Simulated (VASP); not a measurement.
Wanted: the native input for a VASP 6.6.1 run.

| Quantity | Value |
| --- | --- |
| Task | single point |
| Functional | r2SCAN |
| Potentials or basis | VASP PAW PBE potentials, release 64 (K_sv, F) |
| Cutoff | 520 eV |
| k mesh | 8 × 8 × 8 |
| Occupations | gaussian, width 0.01 eV |
| Spin | no spin polarisation |
| Dipole correction | no |
| Further INCAR settings | ALGO = Normal; EDIFF = 1e-06; NBANDS = 15 |

KF:

```
CELL_PARAMETERS angstrom
2.71197 2.71197 0.00000
-2.71197 2.71197 0.00000
0.00000 2.71197 2.62689
ATOMIC_POSITIONS crystal
K 0.00000 0.00000 0.00000
F 0.50000 0.50000 0.00000
```

This cell differs from its parent crystal: in-plane strain +0.02.

The input as run:

POSCAR

```
KF
1.0
    2.7119710457      2.7119710457      0.0000000000
   -2.7119710457      2.7119710457      0.0000000000
    0.0000000000      2.7119710457      2.6268896011
K F
1 1
Direct
    0.0000000000      0.0000000000      0.0000000000
    0.5000000000      0.5000000000      0.0000000000
```

INCAR.step1

```
PREC     = Accurate       # precision mode
ENCUT    = 520            # plane-wave cutoff, eV
ISMEAR   = 0              # smearing method
SIGMA    = 0.01           # smearing width, eV
LREAL    = F              # projectors in reciprocal space
LASPH    = T              # aspherical terms in the spheres
NELM     = 80             # most SCF steps
NBANDS   = 15             # bands
GGA      = PE             # functional
ALGO     = Normal         # electronic algorithm
EDIFF    = 1E-4           # SCF threshold, eV
LWAVE    = T              # write WAVECAR
LCHARG   = F              # write CHGCAR
```

INCAR.step2

```
PREC     = Accurate       # precision mode
ENCUT    = 520            # plane-wave cutoff, eV
EDIFF    = 1E-6           # SCF threshold, eV
ISMEAR   = 0              # smearing method
SIGMA    = 0.01           # smearing width, eV
LREAL    = F              # projectors in reciprocal space
LASPH    = T              # aspherical terms in the spheres
NELM     = 80             # most SCF steps
ALGO     = Normal         # electronic algorithm
ISIF     = 2              # what is computed and relaxed
LWAVE    = F              # write WAVECAR
LCHARG   = T              # write CHGCAR
METAGGA  = R2SCAN         # meta-GGA
LMIXTAU  = T            
LELF     = T              # ELF
LVHAR    = T            
NBANDS   = 15             # bands
ISTART   = 1
```

KPOINTS

```
regular mesh
0
Gamma
  8 8 8
```

Potentials or basis: VASP PAW PBE potentials, release 64 (K_sv, F).

Command:

```console
$ cat potpaw_PBE.64/K_sv/POTCAR potpaw_PBE.64/F/POTCAR > POTCAR
$ cp INCAR.step1 INCAR
$ mpirun -np 1 vasp_std > vasp.out
$ cp INCAR.step2 INCAR
$ mpirun -np 1 vasp_std > vasp.out
```

It gave:

The pressure is -0.9 GPa and the band gap on the k mesh is 6.72 eV.

Caveat: the cell differs from its parent crystal (in-plane strain +0.02); the PAW data sets were made with another functional, which shifts forces and pressure a little.

It took 86 s on 1 thread of Intel(R) Xeon(R) 6975P-C (Granite Rapids), with other jobs on the host, peak memory 0.18 GiB.
